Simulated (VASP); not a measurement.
Write the native input for VASP 6.6.1 that does the following.

| Quantity | Value |
| --- | --- |
| Task | single point |
| Functional | LDA |
| Potentials or basis | VASP PAW LDA potentials, release 64 (K_sv, Na_pv, I, Cl) |
| Cutoff | 520 eV |
| k mesh | 6 × 6 × 4 |
| Occupations | gaussian, width 0.05 eV |
| Spin | no spin polarisation |
| Dipole correction | no |
| Further INCAR settings | ALGO = Normal; EDIFF = 1e-06; NBANDS = 23 |

The structure of KNaICl lies in POSCAR:

```
KNaICl
1.0
    3.9244788382      0.0000000000      0.0000000000
    0.0000000000      4.5578564984      0.0000000000
    0.0000000000      0.0000000000      6.7379525890
K Na I Cl
1 1 1 1
Direct
    0.5000000000      0.5000000000      0.5000000000
    0.0000000000      0.0000000000      0.0000000000
    0.5000000000      0.5000000000      0.0000000000
    0.0000000000      0.0000000000      0.5000000000
```

This cell differs from its parent crystal: strain +e along x and -e along y -0.0733, strain +e along z and -e/2 along x and y +0.0367.

The input as run:

INCAR

```
SYSTEM = KNaICl
PREC = Accurate
ENCUT = 520
EDIFF = 1E-6
ISMEAR = 0
SIGMA = 0.05
LREAL = .False.
LASPH = .True.
NELM = 60
ALGO = Normal
ISIF = 2
LWAVE = .False.
LCHARG = .False.
GGA = CA
NBANDS = 23
```

KPOINTS

```
regular mesh
0
Gamma
  6 6 4
  0 0 0
```

Potentials or basis: VASP PAW LDA potentials, release 64 (K_sv, Na_pv, I, Cl).

Run with:

```bash
$ cat potpaw_LDA.64/K_sv/POTCAR potpaw_LDA.64/Na_pv/POTCAR potpaw_LDA.64/I/POTCAR potpaw_LDA.64/Cl/POTCAR > POTCAR
$ mpirun -np 1 vasp_std > vasp.out
```

It gave:

```json
{
  "Pressure": "0.5 GPa",
  "Band gap on the k mesh": "3.33 eV, indirect (least direct gap 3.36 eV)"
}
```

Caveat: the cell differs from its parent crystal (strain +e along x and -e along y -0.0733, strain +e along z and -e/2 along x and y +0.0367); spin-orbit coupling is left out, which moves the levels of the heavy elements.

It took 62 s on 1 thread of AMD EPYC 9R45 96-Core Processor (Zen 5) (shared host), peak memory 0.25 GiB.
